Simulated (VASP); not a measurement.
Wanted: the native input for a VASP 6.6.1 run.

* Task: single point
* Functional: LDA
* Potentials or basis: VASP PAW LDA potentials, release 64 (Sn_d, Te)
* Cutoff: 520 eV
* k mesh: 6 × 6 × 6
* Occupations: gaussian, width 0.01 eV
* Spin: no spin polarisation
* Dipole correction: no
* Further INCAR settings: ALGO = Normal; EDIFF = 1e-06; NBANDS = 17

The structure of SnTe lies in POSCAR:

```
SnTe
1.0
    0.0000000000      3.5374284581      3.5374284581
    3.5374284581      0.0000000000      3.5374284581
    3.5374284581      3.5374284581      0.0000000000
Sn Te
1 1
Direct
    0.0000000000      0.0000000000      0.0000000000
    0.7500000000      0.7500000000      0.7500000000
```

One way to write it, as run:

INCAR

```
SYSTEM = SnTe
ALGO = Normal
EDIFF = 1E-6
ENCUT = 520
GGA = CA
ISIF = 2
ISMEAR = 0
LASPH = .TRUE.
LCHARG = .FALSE.
LREAL = .FALSE.
LWAVE = .FALSE.
NBANDS = 17
NELM = 60
PREC = Accurate
SIGMA = 0.01
```

KPOINTS

```
k-points
0
G
  6 6 6
  0 0 0
```

Potentials or basis: VASP PAW LDA potentials, release 64 (Sn_d, Te).

The run is started by

```sh
$ cat potpaw_LDA.64/Sn_d/POTCAR potpaw_LDA.64/Te/POTCAR > POTCAR
$ mpirun -np 1 vasp_std > vasp.out
```

It gave:

```yaml
Pressure: -0.7 GPa
Band_gap_on_the_k_mesh: 0.04 eV, indirect (least direct gap 0.65 eV)
```

Caveat: spin-orbit coupling is left out, which moves the levels of the heavy elements.

Run time: 21 s on 1 thread of AMD EPYC 7R43 64-Core Processor (Zen 3), with other jobs on the host, peak memory 0.16 GiB.
